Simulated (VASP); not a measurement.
# CdSiN2 (P-4m2) in VASP: notebook, part 2 of 2

VASP 6.6.1. The steps go on from the part before.

## Step 3: Dielectric tensor, PBE

File INCAR:

```
ALGO = Normal
EDIFF = 1E-8
ENCUT = 520
GGA = PE
ISIF = 2
ISMEAR = 0
LASPH = True
LCHARG = False
LEPSILON = True
LREAL = False
LWAVE = False
NELM = 100
PREC = Accurate
SIGMA = 0.01
```

File KPOINTS:

```
k-points
0
Gamma
  8 8 4
```

File POSCAR:

```
CdSiN2
1.0
    3.0339884445      0.0000000000      0.0000000000
    0.0000000000      3.0339884445      0.0000000000
    0.0000000000      0.0000000000      5.1102333224
Cd N Si
1 2 1
Direct
    0.0000000000      0.0000000000      0.0000000000
    0.0000000000      0.5000000000      0.3197391382
    0.5000000000      0.0000000000      0.6802608618
    0.5000000000      0.5000000000      0.5000000000
```

Potentials or basis: VASP PAW PBE potentials, release 64 (Cd, N, Si).

Command:

```
cat potpaw_PBE.64/Cd/POTCAR potpaw_PBE.64/N/POTCAR potpaw_PBE.64/Si/POTCAR > POTCAR
mpirun -np 1 vasp_std > vasp.out
```

OUTCAR:

```text
EDIFF = 1E-8
   ENCUT = 520
   GGA = PE
   ISIF = 2
   ISMEAR = 0
   LASPH = True
   LEPSILON = True
   LREAL = False
   NELM = 100
   PREC = Accurate

 ion  position               nearest neighbor table
   1  0.000  0.000  0.000-   2 2.23   3 2.23   2 2.23   3 2.23   4 3.34   4 3.34   4 3.34   4 3.34
                             4 3.34   4 3.34   4 3.34   4 3.34
   2  0.000  0.500  0.320-   4 1.77   4 1.77   1 2.23   1 2.23
   3  0.500  0.000  0.680-   4 1.77   4 1.77   1 2.23   1 2.23
   4  0.500  0.500  0.500-   2 1.77   3 1.77   3 1.77   2 1.77   1 3.34   1 3.34   1 3.34   1 3.34
                             1 3.34   1 3.34   1 3.34   1 3.34

  LATTYP: Found a simple tetragonal cell.
 ALAT       =     3.0339884445
 C/A-ratio  =     1.6843285385

  Lattice vectors:

 A1 = (   3.0339884445,   0.0000000000,   0.0000000000)
 A2 = (   0.0000000000,   3.0339884445,   0.0000000000)
 A3 = (   0.0000000000,   0.0000000000,   5.1102333224)

Analysis of symmetry for initial positions (statically):
=====================================================================
 Subroutine PRICEL returns:
 Original cell was already a primitive cell.

 Routine SETGRP: Setting up the symmetry group for a
 simple tetragonal supercell.

 Subroutine GETGRP returns: Found  8 space group operations
 (whereof  8 operations were pure point group operations)
 out of a pool of 16 trial point group operations.

The static configuration has the point symmetry D_2d.

Analysis of symmetry for dynamics (positions and initial velocities):
=====================================================================
 Subroutine PRICEL returns:
 Original cell was already a primitive cell.

 Routine SETGRP: Setting up the symmetry group for a
 simple tetragonal supercell.

 Subroutine GETGRP returns: Found  8 space group operations
[... 675 lines left out ...]
          -0.000000     0.000000     6.773730
 ------------------------------------------------------

 Free energy of the ion-electron system (eV)
  ---------------------------------------------------
  ---------------------------------------------------
  free energy    TOTEN  =        -0.76077815 eV

  energy without entropy =       -0.76077815

------------------------ aborting loop because EDIFF is reached ----------------------------------------

--------------------------------------- Ionic step        2  -------------------------------------------

------------------------ aborting loop because EDIFF is reached ----------------------------------------

--------------------------------------- Ionic step        3  -------------------------------------------

 Free energy of the ion-electron system (eV)
  ---------------------------------------------------
  ---------------------------------------------------
  free energy    TOTEN  =        -0.76495234 eV

  energy without entropy =       -0.76495234

------------------------ aborting loop because EDIFF is reached ----------------------------------------

 PIEZOELECTRIC TENSOR FIELD DIRECTION 3  (e Angst)
 -----------------------------------------------------------------------------
     2.79078  0.00000  0.00000           (  0.10242  0.00000  0.00000)
     0.00000 -2.78884  0.00000           (  0.00000 -0.10242  0.00000)
     0.00000  0.00000 -0.00268           (  0.00000  0.00000 -0.00001)

 PIEZOELECTRIC TENSOR FIELD DIRECTION 3  (C/m^2)
 -----------------------------------------------------------------------------
     0.95053  0.00000  0.00000
     0.00000 -0.94987  0.00000
     0.00000  0.00000 -0.00091

 MACROSCOPIC STATIC DIELECTRIC TENSOR (including local field effects in DFT)
 ------------------------------------------------------
           6.481152    -0.000000     0.000000
           0.000000     6.481152     0.000000
           0.000000    -0.000000     6.550965
 ------------------------------------------------------

 PIEZOELECTRIC TENSOR (including local field effects)  for field in x, y, z        (e  Angst)
          XX          YY          ZZ          XY          YZ          ZX
  --------------------------------------------------------------------------------
  x     0.00000     0.00000     0.00000     0.00000     0.00000     2.96917
  y     0.00000     0.00000     0.00000     0.00000    -2.96917     0.00000
  z     2.78981    -2.78981     0.00000     0.00000     0.00000     0.00000

 PIEZOELECTRIC TENSOR (including local field effects)  for field in x, y, z        (C/m^2)
          XX          YY          ZZ          XY          YZ          ZX
  --------------------------------------------------------------------------------
  x     0.00000     0.00000     0.00000     0.00000     0.00000     1.01129
  y     0.00000     0.00000     0.00000     0.00000    -1.01129     0.00000
  z     0.95020    -0.95020     0.00000     0.00000     0.00000     0.00000

 BORN EFFECTIVE CHARGES (including local field effects) (in |e|, cummulative output)
 ---------------------------------------------------------------------------------
 ion    1
    1     1.91214     0.00000     0.00000
    2     0.00000     1.91214     0.00000
    3     0.00000     0.00000     2.52161
 ion    2
    1    -3.19252     0.00000    -0.00000
    2     0.00000    -2.19872     0.00000
    3     0.00000     0.00000    -2.61719
 ion    3
    1    -2.19872     0.00000     0.00000
    2     0.00000    -3.19252     0.00000
    3     0.00000     0.00000    -2.61719
 ion    4
    1     3.47911     0.00000     0.00000
    2     0.00000     3.47911     0.00000
    3     0.00000     0.00000     2.71277
```

OSZICAR:

```text
N       E                     dE             d eps       ncg     rms          rms(c)
DAV:   1     0.164187990580E+03    0.16419E+03   -0.14406E+04  1546   0.149E+03
DAV:   2    -0.202850573877E+02   -0.18447E+03   -0.17953E+03  1768   0.350E+02
[... 13 lines left out ...]
RMM:   7    -0.764874376264E+00   -0.54605E-03   -0.20912E-05  4244   0.287E-02    0.762E-03
RMM:   8    -0.764925711309E+00   -0.51335E-04   -0.35361E-06  4369   0.116E-02    0.772E-04
RMM:   9    -0.764950909172E+00   -0.25198E-04   -0.45887E-07  4453   0.236E-03    0.304E-04
RMM:  10    -0.764950113813E+00    0.79536E-06   -0.16933E-06  4371   0.951E-04    0.146E-04
RMM:  11    -0.764952063497E+00   -0.19497E-05   -0.76537E-07  4060   0.594E-04    0.341E-05
RMM:  12    -0.764952340346E+00   -0.27685E-06   -0.76125E-07  3167   0.484E-04    0.721E-06
```

stdout:

```text
POSCAR found type information on POSCAR CdN Si
 POSCAR found :  3 types and       4 ions
 scaLAPACK will be used
 LDA part: xc-table for (Slater+PW92), standard interpolation
 POSCAR, INCAR and KPOINTS ok, starting setup
 FFT: planning ... GRIDC
 FFT: planning ... GRID_SOFT
 FFT: planning ... GRID
 WAVECAR not read
 entering main loop
 Linear response reoptimize wavefunctions to high precision
 Linear response G [H, r] |phi>, progress :
  Direction:   1
 Linear response G [H, r] |phi>, progress :
  Direction:   2
 Linear response G [H, r] |phi>, progress :
  Direction:   3
 Linear response to external field (no local field effect), progress :
  Direction:   1
 dielectric tensor                  component  1 :     6.100    -0.079    -0.381
 Linear response to external field (no local field effect), progress :
  Direction:   2
 dielectric tensor                  component  2 :    -0.078     7.209     0.320
 Linear response to external field (no local field effect), progress :
  Direction:   3
 dielectric tensor                  component  3 :    -0.378     0.320     6.774
 Linear response to external field, progress :
  Direction:   1
 dielectric tensor                  component  1 :     6.481    -0.050    -0.000
 Linear response to external field, progress :
  Direction:   2
 dielectric tensor                  component  2 :    -0.075     6.481     0.000
 Linear response to external field, progress :
  Direction:   3
 dielectric tensor                  component  3 :    -0.324    -0.029     6.551
 Born effective charges drift removed
```

Wall time 2.5 min (1 thread of Intel Xeon 6975P-C (Granite Rapids), shared host); peak memory 0.35 GiB.

Results:

```yaml
Band_gap_on_the_k_mesh: 1.18 eV, indirect (least direct gap 1.22 eV)
Electronic_dielectric_tensor_diagonal: 6.48, 6.48, 6.55
Born_charges_mean_of_the_diagonal: Cd +2.12; N -2.67; Si +3.22 e
```

Electronic dielectric tensor:
```
6.48 0.00 0.00
0.00 6.48 0.00
0.00 0.00 6.55
```

Born effective charge tensors (e):
atom 1, Cd
```
1.91 0.00 0.00
0.00 1.91 0.00
0.00 0.00 2.52
```
atom 2, N
```
-3.19  0.00  0.00
 0.00 -2.20  0.00
 0.00  0.00 -2.62
```
atom 3, N
```
-2.20  0.00  0.00
 0.00 -3.19  0.00
 0.00  0.00 -2.62
```
atom 4, Si
```
3.48 0.00 0.00
0.00 3.48 0.00
0.00 0.00 2.71
```

A k mesh can miss the band edges. A hybrid or GW would open this gap; PBE tends to underestimate it.
